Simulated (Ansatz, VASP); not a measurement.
## Fe: VASP beside Ansatz

POSCAR

```
Fe
1.0
    0.0000000000      1.8238002425      1.8238002425
    1.8238002425      0.0000000000      1.8238002425
    1.8238002425      1.8238002425      0.0000000000
Fe
1
Direct
    0.0000000000      0.0000000000      0.0000000000
```

INCAR.step1

```
PREC = Accurate
ENCUT = 520
ISMEAR = 0
SIGMA = 0.05
LREAL = F
LASPH = T
NELM = 150
ISPIN = 2
MAGMOM = 3.22
LMAXMIX = 4
NBANDS = 14
GGA = PE
ALGO = Normal
EDIFF = 1E-4
LWAVE = T
LCHARG = F
```

Contents of INCAR.step2:

```
PREC = Accurate
ENCUT = 520
EDIFF = 1E-6
ISMEAR = 0
SIGMA = 0.05
LREAL = F
LASPH = T
NELM = 150
ALGO = Normal
ISIF = 2
LWAVE = F
LCHARG = F
ISPIN = 2
MAGMOM = 3.22
LORBIT = 11
LMAXMIX = 4
METAGGA = R2SCAN
LMIXTAU = T
NBANDS = 14
ISTART = 1
```

Contents of KPOINTS:

```
regular mesh
0
Gamma
  20 20 20
```

Input for Ansatz:

```yaml
crystal:
  lattice:
    - [0.0, 1.8238002425, 1.8238002425]
    - [1.8238002425, 0.0, 1.8238002425]
    - [1.8238002425, 1.8238002425, 0.0]
  atoms:
    - { symbol: Fe, position: [0.0, 0.0, 0.0], spin: 3.22 }
basis:
  ecutwfc: 600
  ecutrho_ratio: 5
kpoints:
  mp_grid: { grid: [20, 20, 20] }
  band_path:
    path:
      - [[0.0, 0.0, 0.0], [0.5, 0.0, 0.5], [0.625, 0.25, 0.625]]
      - [[0.375, 0.375, 0.75], [0.0, 0.0, 0.0], [0.5, 0.5, 0.5], [0.5, 0.25, 0.75], [0.5, 0.0, 0.5]]
    npoints: 14
hamiltonian:
  xc: r2scan
scf:
  occupations: { method: gaussian, width: 0.05 }
  n_extra_bands: 12
output:
  forces: true
  stress: true
  eigenvalues: true
  populations: true
  dos: { projected: true, de: 0.02, nscf_kmesh: { grid: [30, 30, 30] } }
  bader: true
magnetization:
  spin_polarized: true
checkpoint:
  read: start.run
  write: ck
  compress: false
  write_wavefunctions: false
  write_every: 100000
```

Alike in both runs: task single point; functional r2SCAN; k mesh 20 × 20 × 20; occupations gaussian, width 0.05 eV; collinear spin.

|  | VASP | Ansatz |
| --- | --- | --- |
| version | VASP 6.6.1 | Ansatz 0.2.0 |
| potentials or method | VASP PAW PBE potentials, release 64 (Fe), cutoff 520 eV | scalar-relativistic, plane waves, PAW |
| valence electrons in the cell | 8 | 16 |

Ansatz gave:

| Item | Value |
| --- | --- |
| gap on the k mesh at the Fermi level (eV) | none |
| pressure (GPa) | 0.0 |
| net moment per atom (μB) | 2.81 |
| size of the moment on the site where the two differ most (μB) | 2.93 |

Task: Estimate VASP's values.

Result: gap on the k mesh at the Fermi level (eV): none; pressure (GPa): -0.4; net moment per atom (μB): 2.80; size of the moment on the site where the two differ most (μB): 2.86.

VASP's potentials were made for PBE, not for r2SCAN. Site moments also hang on the region over which each program counts them. A gap of «none» marks a metal or a gap that the smearing closes. The functional is the same, so the differences come from potentials, cutoffs and numerics. VASP's potentials hold 8 valence electrons a cell and Ansatz's 16, so a difference there can come from the potentials and not from the codes. Ansatz's warnings: stability check not made.
